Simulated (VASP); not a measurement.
Wanted: the native input for a VASP 6.6.1 run.

```
Task                   : relaxation of cell and atoms
Functional             : PBE
Potentials or basis    : VASP PAW PBE potentials, release 64 (Ga_d, P)
Cutoff                 : 600 eV
k mesh                 : 6 × 6 × 6
Occupations            : gaussian, width 0.1 eV
Spin                   : no spin polarisation
Dipole correction      : no
Further INCAR settings : ALGO = Normal; EDIFF = 1e-07; IBRION = 2; EDIFFG = -0.04; NSW = 90; ISIF = 3
```

The structure of GaP lies in POSCAR:

```
GaP
1.0
    3.5197930000      0.0000000000      0.0000000000
    0.0000000000      3.5197930000      0.0000000000
    0.0000000000      0.0000000000      3.5197930000
Ga P
1 1
Direct
    0.5000000000      0.5000000000      0.5000000000
    0.0000000000      0.0000000000      0.0000000000
```

The cell was generated, and may not be a known phase.

One way to write it, as run:

INCAR

```
SYSTEM = GaP
ALGO = Normal
EDIFF = 1E-7
EDIFFG = -0.04
ENCUT = 600
GGA = PE
IBRION = 2
ISIF = 3
ISMEAR = 0
LASPH = .TRUE.
LCHARG = .FALSE.
LREAL = .FALSE.
LWAVE = .FALSE.
NELM = 80
NSW = 90
PREC = Accurate
SIGMA = 0.1
```

KPOINTS

```
k-points
0
G
  6 6 6
  0 0 0
```

Potentials or basis: VASP PAW PBE potentials, release 64 (Ga_d, P).

Launch:

```sh
$ cat potpaw_PBE.64/Ga_d/POTCAR potpaw_PBE.64/P/POTCAR > POTCAR
$ mpirun -np 1 vasp_std > vasp.out
```

Results of the run:

```json
{
  "Relaxed volume": "16.74 Å³/atom",
  "Relaxed cell": "a = 3.223 Å, b = 3.223 Å, c = 3.223 Å, α = 90.00°, β = 90.00°, γ = 90.00°",
  "Space group after relaxing (to 0.1 Å)": "Pm-3m (No. 221)",
  "Energy gained by relaxing": "212.5 meV/atom",
  "Ionic steps": "4",
  "Pressure after relaxing": "0.1 GPa"
}
```

Caveat: the volume moved by over 15 % at a fixed basis, so the end points are rough; the highest band is partly filled, so the run has too few bands.

Run time: 54 s on 1 thread of AMD EPYC 7R13, on a shared host, peak memory 0.14 GiB.
